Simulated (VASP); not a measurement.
## PbF2: relaxation of cell and atoms with r2SCAN+D3(BJ)

Crystal: PbF2.

```xyz
3
Lattice="0.0000 2.9637 2.9637 2.9637 0.0000 2.9637 2.9637 2.9637 0.0000" Properties=species:S:1:pos:R:3 pbc="T T T"
Pb    0.0000    0.0000    0.0000
F     4.4455    4.4455    4.4455
F     1.4818    1.4818    1.4818
```

```yaml
Program: VASP 6.6.1
Task: relaxation of cell and atoms
Functional: r2SCAN
Dispersion: D3(BJ)
Potentials_or_basis: VASP PAW PBE potentials, release 64 (Pb_d, F)
Cutoff: 660 eV
k_mesh: 8 × 8 × 8
Occupations: fermi-dirac, width 0.05 eV
Spin: no spin polarisation
Dipole_correction: no
Further_INCAR_settings: ALGO = Normal; EDIFF = 1e-07; IBRION = 2; EDIFFG = -0.01; NSW = 60; ISIF = 3
```

The relaxed volume is 17.11 Å³/atom, the relaxed cell is a = 4.172 Å, b = 4.172 Å, c = 4.172 Å, α = 60.00°, β = 60.00°, γ = 60.00° and the space group after relaxing (to 0.1 Å) is Fm-3m (No. 225). The energy gained by relaxing is 0.8 meV/atom and the ionic steps are 3. The pressure after relaxing is 0.0 GPa and the band gap on the k mesh is 4.93 eV (least direct gap 5.08 eV). The dispersion energy per atom is -0.073 eV.

Step by step:
```
step  energy change (eV)  largest force (eV/Å)  pressure (GPa)  volume (Å³)
   1              0.0000                0.0000           -1.10        52.06
   2             -0.0024                0.0000            0.26        51.17
   3             -0.0025                0.0000            0.00        51.33
```

Final structure:
```
Pb F
1.0
     0.00000    2.94978    2.94978
     2.94978    0.00000    2.94978
     2.94978    2.94978    0.00000
Pb F
1 2
Direct
  0.00000 0.00000 0.00000
  0.75000 0.75000 0.75000
  0.25000 0.25000 0.25000
```

Levels at points of the mesh, in eV from the valence-band top:
```csv
k point,band 10,band 11,band 12,band 13,band 14,band 15,band 16,band 17,band 18
"(0.00, 0.00, 0.00)",-2.75,-2.75,-2.24,-2.24,-2.24,7.31,7.31,7.31,10.72
"(0.50, 0.00, 0.00)",-2.94,-2.94,-2.42,-2.42,-0.07,5.37,8.28,8.28,13.47
"(0.50, 0.50, 0.00)",-3.82,-1.82,-1.81,-1.81,-0.15,4.93,8.50,8.50,9.04
```

Run time: 5.4 min on 1 thread of AMD EPYC 9R45 96-Core Processor (Zen 5) (shared host), peak memory 0.22 GiB.

Caveat: the PAW data sets were made with another functional, which shifts forces and pressure a little; spin-orbit coupling is left out, which moves the levels of the heavy elements. r2SCAN opens gaps a little over a GGA but as a rule still falls short of measured ones.
